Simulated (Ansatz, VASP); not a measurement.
## CdS: VASP beside Ansatz

Contents of POSCAR:

```
CdS
1.0
    0.0000000000      2.9632113923      2.9632113923
    2.9632113923      0.0000000000      2.9632113923
    2.9632113923      2.9632113923      0.0000000000
Cd S
1 1
Direct
    0.0000000000      0.0000000000      0.0000000000
    0.2500000000      0.2500000000      0.2500000000
```

Contents of INCAR.step1:

```
SYSTEM = CdS
PREC     = Accurate       ! precision mode
ENCUT    = 600            ! plane-wave cutoff, eV
ISMEAR   = 0              ! smearing method
SIGMA    = 0.02           ! smearing width, eV
LREAL    = .FALSE.        ! projectors in reciprocal space
LASPH    = .TRUE.         ! aspherical terms in the spheres
NELM     = 80             ! most SCF steps
GGA      = PE             ! functional
ALGO     = Normal         ! electronic algorithm
EDIFF    = 1E-4           ! SCF threshold, eV
LWAVE    = .TRUE.         ! write WAVECAR
LCHARG   = .FALSE.        ! write CHGCAR
```

File INCAR.step2:

```
SYSTEM = CdS
PREC     = Accurate       ! precision mode
ENCUT    = 600            ! plane-wave cutoff, eV
EDIFF    = 1E-6           ! SCF threshold, eV
ISMEAR   = 0              ! smearing method
SIGMA    = 0.02           ! smearing width, eV
LREAL    = .FALSE.        ! projectors in reciprocal space
LASPH    = .TRUE.         ! aspherical terms in the spheres
NELM     = 80             ! most SCF steps
ALGO     = Normal         ! electronic algorithm
ISIF     = 3              ! what is computed and relaxed
LWAVE    = .FALSE.        ! write WAVECAR
LCHARG   = .FALSE.        ! write CHGCAR
METAGGA  = R2SCAN         ! meta-GGA
LMIXTAU  = .TRUE.       
IBRION   = 2              ! ionic algorithm
NSW      = 70             ! ionic steps
EDIFFG   = -0.005         ! ionic threshold
ISTART   = 1
```

File KPOINTS:

```
Automatic mesh
0
G
  8 8 8
  0 0 0
```

Input for Ansatz:

```yaml
crystal:
  lattice:
    - [0.0, 2.9632113923, 2.9632113923]
    - [2.9632113923, 0.0, 2.9632113923]
    - [2.9632113923, 2.9632113923, 0.0]
  atoms:
    - { symbol: Cd, position: [0.0, 0.0, 0.0] }
    - { symbol: S, position: [0.25, 0.25, 0.25] }
basis:
  ecutwfc: 500
kpoints:
  mp_grid: { grid: [8, 8, 8] }
hamiltonian:
  xc: r2scan
scf:
  occupations: { method: gaussian, width: 0.02 }
output:
  forces: true
  stress: true
  eigenvalues: true
relax:
  adjacent_minimum: "off"
  f_tol: 0.005
  max_steps: 50
  cell: { stress_tol: 0.05 }
```

Alike in both runs: task relaxation of cell and atoms; functional r2SCAN; k mesh 8 × 8 × 8; occupations gaussian, width 0.02 eV; no spin polarisation.

```csv
,VASP,Ansatz
version,VASP 6.6.1,Ansatz 0.2.0
potentials or method,"VASP PAW PBE potentials, release 64 (Cd, S), cutoff 600 eV","scalar-relativistic, plane waves, PAW"
valence electrons in the cell,18,26
```

VASP gave:

```
gap on the k mesh at the Fermi level, each at its own relaxed structure (eV) : 1.53
relaxed volume (Å³/atom)                                                     : 25.49
relaxed cell length with the largest relative difference (Å)                 : 4.162
```

Problem. Estimate Ansatz's values.

Solution. gap on the k mesh at the Fermi level, each at its own relaxed structure (eV): 1.54; relaxed volume (Å³/atom): 25.39; relaxed cell length with the largest relative difference (Å): 4.157.

VASP's potentials were made for PBE, not for r2SCAN. VASP's potentials hold 18 valence electrons a cell and Ansatz's 26, so a difference there can come from the potentials and not from the codes.
